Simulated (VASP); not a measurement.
# MgO2 in VASP: single point with r2SCAN

Aim: the single point of MgO2 with r2SCAN.

Everything below comes from runs of VASP 6.6.1. Logs are shortened: lines on timing, memory, paths and dates and some standing lists are left out, and cuts for length are marked.

**1. The cell of the first run**

The typed cell holds 9 atoms: a = 3.210 Å, b = 3.210 Å, c = 10.644 Å, α = 81.33°, β = 81.33°, γ = 60.00°.

**2. Single point, r2SCAN**

Input file POSCAR:

```
MgO2
1.0
   -1.6047610160     -2.7795276138      0.0000000000
    1.6047610160     -2.7795276138      0.0000000000
    0.0000000000     -1.8528331073     10.4819366247
Mg O
3 6
Direct
   -0.2777388900     -0.2777388900      0.8333000000
    0.2777944433      0.2777944433      0.1666333333
    0.5000277767      0.5000277767      0.4999666667
    0.9126467362      0.9126467362      0.2620860000
    0.1348800695      0.1348800695      0.5954193333
    0.3571134029      0.3571134029      0.9287526667
    0.8651754838      0.8651754838      0.4045140000
    0.0874088171      0.0874088171      0.7378473333
    0.6429421505      0.6429421505      0.0711806667
```

Input file INCAR.step1:

```
SYSTEM = MgO2
  PREC = Accurate
  ENCUT = 520
  ISMEAR = 0
  SIGMA = 0.05
  LREAL = .FALSE.
  LASPH = .TRUE.
  NELM = 80
  NBANDS = 31
  GGA = PE
  ALGO = Normal
  EDIFF = 1E-4
  LWAVE = .TRUE.
  LCHARG = .FALSE.
```

Input file INCAR.step2:

```
SYSTEM = MgO2
  PREC = Accurate
  ENCUT = 520
  EDIFF = 1E-6
  ISMEAR = 0
  SIGMA = 0.05
  LREAL = .FALSE.
  LASPH = .TRUE.
  NELM = 80
  ALGO = Normal
  ISIF = 2
  LWAVE = .FALSE.
  LCHARG = .TRUE.
  METAGGA = R2SCAN
  LMIXTAU = .TRUE.
  LELF = .TRUE.
  LVHAR = .TRUE.
  NBANDS = 31
  ISTART = 1
```

Input file KPOINTS:

```
regular mesh
0
G
  8 8 2
  0 0 0
```

Potentials or basis: VASP PAW PBE potentials, release 64 (Mg, O).

The run is started by

```sh
cat potpaw_PBE.64/Mg/POTCAR potpaw_PBE.64/O/POTCAR > POTCAR
cp INCAR.step1 INCAR
mpirun -np 1 vasp_std > vasp.out
cp INCAR.step2 INCAR
mpirun -np 1 vasp_std > vasp.out
```

OUTCAR:

```text
SYSTEM = MgO2
   PREC = Accurate
   ENCUT = 520
   EDIFF = 1E-6
   ISMEAR = 0
   LREAL = .FALSE.
   LASPH = .TRUE.
   NELM = 80
   ISIF = 2
   METAGGA = R2SCAN
   ISTART = 1

 ion  position               nearest neighbor table
   1  0.722  0.722  0.833-   6 2.11   8 2.11   6 2.11   6 2.11   8 2.11   8 2.11   9 2.49
   2  0.278  0.278  0.167-   9 2.11   9 2.11   4 2.11   9 2.11   4 2.11   4 2.11   6 2.49
   3  0.500  0.500  0.500-   5 2.11   5 2.11   7 2.11   5 2.11   7 2.11   7 2.11
   4  0.913  0.913  0.262-   7 1.49   2 2.11   2 2.11   2 2.11
   5  0.135  0.135  0.595-   8 1.49   3 2.11   3 2.11   3 2.11
   6  0.357  0.357  0.929-   1 2.11   1 2.11   1 2.11   2 2.49
   7  0.865  0.865  0.405-   4 1.49   3 2.11   3 2.11   3 2.11
   8  0.087  0.087  0.738-   5 1.49   1 2.11   1 2.11   1 2.11
   9  0.643  0.643  0.071-   2 2.11   2 2.11   2 2.11   1 2.49

  LATTYP: Found a base centered monoclinic cell.
 ALAT       =     5.5590552276
 B/A-ratio  =     0.5773502692
 C/A-ratio  =     1.9147920049
 COS(beta)  =    -0.1740659033

  Lattice vectors:

 A1 = (   1.6047610160,   2.7795276138,   0.0000000000)
 A2 = (  -1.6047610160,   2.7795276138,   0.0000000000)
 A3 = (   0.0000000000,  -1.8528331073,  10.4819366247)

Analysis of symmetry for initial positions (statically):
=====================================================================
 Subroutine PRICEL returns:
 Original cell was already a primitive cell.

 Routine SETGRP: Setting up the symmetry group for a
 base centered monoclinic supercell.

 Subroutine GETGRP returns: Found  4 space group operations
 (whereof  2 operations were pure point group operations)
 out of a pool of  4 trial point group operations.

The static configuration has the point symmetry C_1h.
 The point group associated with its full space group is C_2h.

Analysis of symmetry for dynamics (positions and initial velocities):
=====================================================================
 Subroutine PRICEL returns:
 Original cell was already a primitive cell.

 Routine SETGRP: Setting up the symmetry group for a
 base centered monoclinic supercell.

 Subroutine GETGRP returns: Found  4 space group operations
 (whereof  2 operations were pure point group operations)
 out of a pool of  4 trial point group operations.

The dynamic configuration has the point symmetry C_1h.
 The point group associated with its full space group is C_2h.

 Subroutine INISYM returns: Found  4 space group operations
 (whereof  2 operations are pure point group operations),
 and found     1 'primitive' translations

[... 136 lines left out ...]
   ISIF   =      2    stress and relaxation
   ISYM   =      2    0-nonsym 1-usesym 2-fastsym
   POTIM  = 0.5000    time-step for ionic-motion
   TEBEG  =    0.0;   TEEND  =   0.0 temperature during run
   PSTRESS=    0.0 pullay stress
   NELECT =      42.0000    total number of electrons
   NUPDOWN=      -1.0000    fix difference up-down
   EMIN   =  10.00;   EMAX   =-10.00  energy-range for DOS
   EFERMI =   0.00;   METHOD = LEGACY
   ISMEAR =     0;   SIGMA  =   0.05  broadening in eV -4-tet -1-fermi 0-gaus
   EFERMI_NEDOS =   21; number of points for ismear=-14 and -15
   IALGO  =     38    algorithm
   IMIX   =      4    mixing-type and parameters
     AMIX     =   0.40;   BMIX     =  1.00
     AMIX_MAG =   1.60;   BMIX_MAG =  1.00
  volume/ion in A,a.u.               =      10.39        70.11
  Fermi-wavevector in a.u.,A,eV,Ry     =   1.253739  2.369222 21.386457  1.571860
  Thomas-Fermi vector in A             =   2.387577
   LORBIT       =      0    0 simple, 1 ext, 2 COOP (PROOUT), +10 PAW based schemes
   METAGGA = R2SCAN    functional components
   LHFCALC =     F    Hartree Fock is set to
   AEXX    =    0.0000 exact exchange contribution
   IVDW    =     0    specifies the selected vdW correction
   LEPSILON=     F    determine dielectric tensor
   LRPA    =     F    only Hartree local field effects (RPA)
 non-spin polarized calculation
 Gauss-broadening in eV      SIGMA  =   0.05
  energy-cutoff  :      520.00
  volume of cell :       93.51
 maximum number of plane-waves:      2544
   NGX = 11   NGY = 11   NGZ = 39

 number of electron      42.0000000 magnetization

 Free energy of the ion-electron system (eV)
  ---------------------------------------------------
  ext. energy  EPLUGINS =         0.00000000
  ---------------------------------------------------
  free energy    TOTEN  =       -61.75763009 eV

  energy without entropy =      -61.75047555  energy(sigma->0) =      -61.75405282

 E-fermi :   1.9825     XC(G=0): -10.8272

 val. band max:        1.9720196474   @ k =   0.3750  -0.0000   0.5000
 cond. band min:       1.9824741010   @ k =  -0.2500   0.2500   0.0000
 fundamental gap:      0.0104544537
 Fermi energy:         1.9824562304

 k-point     1 :       0.0000    0.0000    0.0000
  band No.  band energies     occupation
      1     -20.5988      2.00000
      2     -20.3399      2.00000
      3     -16.4333      2.00000
      4     -14.9034      2.00000
      5     -14.9029      2.00000
      6     -13.8753      2.00000
[... 805 lines left out ...]
     30      14.0940      0.00000
     31      14.4603      0.00000

 [... further k-points ...]
[... 5 lines left out ...]
  --------------------------------------------------------------------------------------
  -------------------------------------------------------------------------------------
  Total       -2.1430266     -2.1525357     -4.4219944      0.0000000     -0.0082414      0.0000000
  in kB      -36.7185277    -36.8814560    -75.7662659      0.0000000     -0.1412082      0.0000000
  external PRESSURE =     -49.7887499 kB  Pullay stress =       0.0000000 kB

 VOLUME and BASIS-vectors are now :
 -----------------------------------------------------------------------------
  energy-cutoff  :      520.00
  volume of cell :       93.51
      direct lattice vectors                 reciprocal lattice vectors
    -1.604761016 -2.779527614  0.000000000    -0.311572873 -0.179886682 -0.031797559
     1.604761016 -2.779527614  0.000000000     0.311572873 -0.179886682 -0.031797559
     0.000000000 -1.852833107 10.481936625     0.000000000  0.000000000  0.095402218

 POSITION                                       TOTAL-FORCE (eV/Angst)
 -----------------------------------------------------------------------------------
      0.00000     -5.55906      8.73460         0.000000     -0.000422      1.522321
      0.00000     -1.85302      1.74664         0.000000      0.000422     -1.522321
      0.00000     -3.70604      5.24062         0.000000     -0.000000     -0.000000
      0.00000     -5.55906      2.74717         0.000000     -0.000552      0.436343
      0.00000     -1.85302      6.24115         0.000000     -0.000397      0.018470
      0.00000     -3.70604      9.73513         0.000000      0.002409     -1.459055
      0.00000     -5.55906      4.24009         0.000000      0.000397     -0.018470
      0.00000     -1.85302      7.73407         0.000000      0.000552     -0.436343
      0.00000     -3.70604      0.74611         0.000000     -0.002409      1.459055
 -----------------------------------------------------------------------------------
    total drift:                                0.000000     -0.000008     -0.000058

  FREE ENERGIE OF THE ION-ELECTRON SYSTEM (eV)
  ---------------------------------------------------
  free  energy   TOTEN  =       -61.7576300913 eV

  energy  without entropy=      -61.7504755505  energy(sigma->0) =      -61.75405282
```

OUTCAR.step1:

```text
SYSTEM = MgO2
   PREC = Accurate
   ENCUT = 520
   ISMEAR = 0
   LREAL = .FALSE.
   LASPH = .TRUE.
   NELM = 80
[... 1090 lines left out ...]
      0.00000     -5.55906      4.24009         0.000000      0.000786      0.066742
      0.00000     -1.85302      7.73407         0.000000      0.000697     -0.366966
      0.00000     -3.70604      0.74611         0.000000     -0.002477      1.227940
 -----------------------------------------------------------------------------------
    total drift:                                0.000000      0.000002     -0.000000

  FREE ENERGIE OF THE ION-ELECTRON SYSTEM (eV)
  ---------------------------------------------------
  free  energy   TOTEN  =       -46.6355339463 eV

  energy  without entropy=      -46.6244867427  energy(sigma->0) =      -46.63001034
```

OSZICAR.step1:

```text
N       E                     dE             d eps       ncg     rms          rms(c)
DAV:   1     0.228986409726E+03    0.22899E+03   -0.21836E+04  2612   0.125E+03
DAV:   2    -0.366804782348E+02   -0.26567E+03   -0.25955E+03  3369   0.278E+02
DAV:   3    -0.507439905444E+02   -0.14064E+02   -0.13913E+02  3221   0.666E+01
DAV:   4    -0.508524033741E+02   -0.10841E+00   -0.10834E+00  3179   0.648E+00
DAV:   5    -0.508531218301E+02   -0.71846E-03   -0.71839E-03  3257   0.511E-01    0.145E+01
DAV:   6    -0.520323967137E+02   -0.11793E+01   -0.11664E+02  2998   0.366E+01    0.220E+01
DAV:   7    -0.468763797718E+02    0.51560E+01   -0.89668E+01  3201   0.185E+01    0.642E+00
DAV:   8    -0.466888080286E+02    0.18757E+00   -0.13817E+00  2912   0.677E+00    0.363E+00
DAV:   9    -0.466343528600E+02    0.54455E-01   -0.13220E-01  3094   0.280E+00    0.149E+00
DAV:  10    -0.466331385142E+02    0.12143E-02   -0.58648E-02  3266   0.168E+00    0.380E-01
DAV:  11    -0.466355039654E+02   -0.23655E-02   -0.87699E-03  3075   0.596E-01    0.130E-01
DAV:  12    -0.466355339463E+02   -0.29981E-04   -0.72429E-04  3150   0.260E-01
   1 F= -.46635534E+02 E0= -.46630010E+02  d E =-.110472E-01
```

It took 5.7 min on 1 thread of Intel Xeon Platinum 8259CL at 2.50GHz (Skylake/Cascade Lake), shared host; peak memory 0.27 GiB.

What came out:

```
Free energy            : -61.7576 eV
Pressure               : -5.0 GPa
Largest force          : 1.522 eV/Å
Band gap on the k mesh : zero (bands 21 and 22 overlap by 0.25 eV)
```

Forces on the atoms (eV/Å):
```
Mg   0.000  0.000  1.522
Mg   0.000  0.000 -1.522
Mg   0.000  0.000  0.000
O    0.000 -0.001  0.436
O    0.000  0.000  0.018
O    0.000  0.002 -1.459
O    0.000  0.000 -0.018
O    0.000  0.001 -0.436
O    0.000 -0.002  1.459
```

Stress tensor (GPa, compression positive):
```
-3.67  0.00  0.00
 0.00 -3.69 -0.01
 0.00 -0.01 -7.58
```

Caveat: the cell stands under tension; semilocal functionals underestimate gaps, so a narrow gap can read as zero; the PAW data sets were made with another functional, which shifts forces and pressure a little.
